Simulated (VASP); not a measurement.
Crystal: TaN.

```
Ta N
1.0
     2.91828    0.00000    0.00000
    -1.45914    2.52731    0.00000
     0.00000    0.00000    2.86365
Ta N
1 1
Cartesian
  0.0000 0.0000 1.4318
  1.4591 0.8424 0.0000
```

Base run:

```yaml
Program: VASP 6.6.1
Functional: LDA
Potentials_or_basis: VASP PAW LDA potentials, release 64 (Ta_sv_GW, N)
Cutoff: 600 eV
k_mesh: 10 × 10 × 9
Occupations: fermi-dirac, width 0.05 eV
Spin: no spin polarisation
```

Its results: band gap on the k mesh zero (band 9 reaches 12.62 eV, above the bottom of band 10 at 12.33 eV); pressure -3.4 GPa.

Task: The run is repeated on the same cell with these changes: potentials or basis from VASP PAW LDA potentials, release 64 (Ta_sv_GW, N) to VASP PAW LDA potentials, release 64 (Ta_pv, N); cutoff from 600 eV to 520 eV; further incar settings from ALGO = Normal; EDIFF = 1e-06; NBANDS = 16 to ALGO = Normal; EDIFF = 1e-07; NBANDS = 15; valence electrons from 18 to 16. What comes out?

Result: Band gap on the k mesh zero (band 8 reaches 8.52 eV, above the bottom of band 9 at 8.22 eV); pressure -2.7 GPa.

Caveats: spin-orbit coupling is left out, which moves the levels of the heavy elements.
